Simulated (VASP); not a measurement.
ZnS: single point with PBEsol

The system is ZnS.

```
Zn S
1.0
     0.00000    2.67777    2.69116
     2.67777    0.00000    2.69116
     2.67777    2.67777    0.00000
Zn S
1 1
Cartesian
  4.0167 4.0167 4.0367
  0.0000 0.0000 0.0000
```

This cell differs from its parent crystal: z stretched by +0.5 %, x and y held.

```json
{
  "Program": "VASP 6.6.1",
  "Task": "single point",
  "Functional": "PBEsol",
  "Potentials or basis": "VASP PAW PBE potentials, release 64 (Zn, S)",
  "Cutoff": "520 eV",
  "k mesh": "8 × 8 × 8",
  "Occupations": "gaussian, width 0.01 eV",
  "Spin": "no spin polarisation",
  "Dipole correction": "no",
  "Further INCAR settings": "ALGO = Normal; EDIFF = 1e-07; NBANDS = 16"
}
```

```json
{
 "Pressure": "-0.1 GPa",
 "Band gap on the k mesh": "2.07 eV, direct"
}
```

Stress tensor (GPa, compression positive):
```
-0.07  0.00  0.00
 0.00 -0.07  0.00
 0.00  0.00 -0.28
```

Levels at points of the mesh, in eV from the valence-band top:
| k point | band 7 | band 8 | band 9 | band 10 | band 11 | band 12 |
| --- | --- | --- | --- | --- | --- | --- |
| (0.00, 0.00, 0.00) | -0.02 | 0.00 | 0.00 | 2.07 | 6.29 | 6.29 |
| (0.50, 0.00, 0.00) | -5.51 | -0.93 | -0.90 | 3.23 | 6.79 | 6.84 |
| (0.50, 0.50, 0.00) | -4.72 | -2.32 | -2.32 | 3.20 | 3.99 | 10.94 |
| (0.50, 0.00, 0.50) | -4.69 | -2.35 | -2.34 | 3.17 | 3.94 | 11.00 |

It took 47 s on 1 thread of Intel Xeon 8259CL (shared host), peak memory 0.18 GiB.

Caveat: the cell differs from its parent crystal (z stretched by +0.5 %, x and y held); the PAW data sets were made with another functional, which shifts forces and pressure a little.
